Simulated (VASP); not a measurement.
Crystal: Mg3Zn7S10.

```
Mg S Zn
1.0
     0.00000    0.00000    6.15599
     0.00000    6.58178    0.00000
    -9.49998   -3.29089    0.00000
Mg S Zn
3 10 7
Cartesian
  -3.8624 2.2298 0.0164
  -9.4888 -1.1042 6.1326
  -1.9214 5.5089 0.0075
  -7.6114 2.1999 2.2960
  -3.7966 2.1877 2.3159
  -5.7175 -1.1052 2.3278
  -9.4836 -1.0735 2.3211
  -1.9023 5.4995 2.3440
  -5.6903 1.0831 5.4272
  -1.9094 1.0982 5.4177
  -3.7876 4.3925 5.3909
  -7.6144 -2.1756 5.3649
  -0.0170 4.4174 5.3800
  -7.6202 2.2289 0.0238
  -5.6900 -1.1002 6.1422
  -5.7032 1.0991 3.0551
  -1.9281 1.0963 3.0525
  -3.8305 4.4068 3.0825
  -7.6100 -2.1937 3.0681
  -9.4767 1.0728 3.0501
```

* Program: VASP 6.6.1
* Task: relaxation of cell and atoms
* Functional: PBE
* Potentials or basis: VASP PAW PBE potentials, release 64 (Mg, S, Zn)
* Cutoff: 500 eV
* k mesh: 2 × 2 × 1, shifted
* Occupations: gaussian, width 0.1 eV
* Spin: no spin polarisation

At the start: pressure 7.2 GPa; volume 19.25 Å³/atom.

Task: How do energy, volume and symmetry change on relaxing?

Result: Over 10 steps the energy falls by 53.5 meV/atom and the volume is 21.04 Å³/atom (+9.3 %); space group P1 (No. 1, to 0.1 Å) before and after.

Step by step:
| step | energy change (eV) | largest force (eV/Å) | pressure (GPa) | volume (Å³) |
| --- | --- | --- | --- | --- |
| 1 | 0.0000 | 1.2736 | 7.24 | 384.91 |
| 2 | -0.9118 | 0.3358 | -2.02 | 435.39 |
| 3 | -0.9728 | 0.4757 | -0.46 | 424.16 |
| 4 | -1.0284 | 0.2790 | -0.15 | 422.09 |
| 5 | -1.0503 | 0.1989 | 0.22 | 419.70 |
| 6 | -1.0605 | 0.1304 | -0.04 | 421.23 |
| 7 | -1.0632 | 0.1244 | -0.25 | 422.59 |
| 8 | -1.0680 | 0.0795 | 0.04 | 420.66 |
| 9 | -1.0681 | 0.0728 | 0.09 | 420.33 |
| 10 | -1.0697 | 0.0354 | 0.01 | 420.82 |

Final structure:
```
Mg S Zn
1.0
     0.00000    0.00067    6.37771
    -0.03580    6.74069    0.00076
    -9.77105   -3.31885   -0.00045
Mg S Zn
3 10 7
Direct
  0.99967 0.53750 0.40676
  0.99757 0.33254 0.99535
  0.00011 0.93558 0.20031
  0.37189 0.73334 0.79945
  0.38624 0.53420 0.40169
  0.37234 0.13462 0.60094
  0.38456 0.33284 0.99926
  0.38600 0.93256 0.20018
  0.87159 0.46508 0.60943
  0.87035 0.27417 0.20182
  0.87127 0.87838 0.40776
  0.87114 0.05821 0.79409
  0.87008 0.67260 0.99491
  0.99989 0.73360 0.79871
  0.00024 0.13521 0.60250
  0.50118 0.46730 0.60291
  0.50117 0.26850 0.20087
  0.50102 0.87172 0.40327
  0.49988 0.06515 0.79871
  0.50021 0.66826 0.99809
```
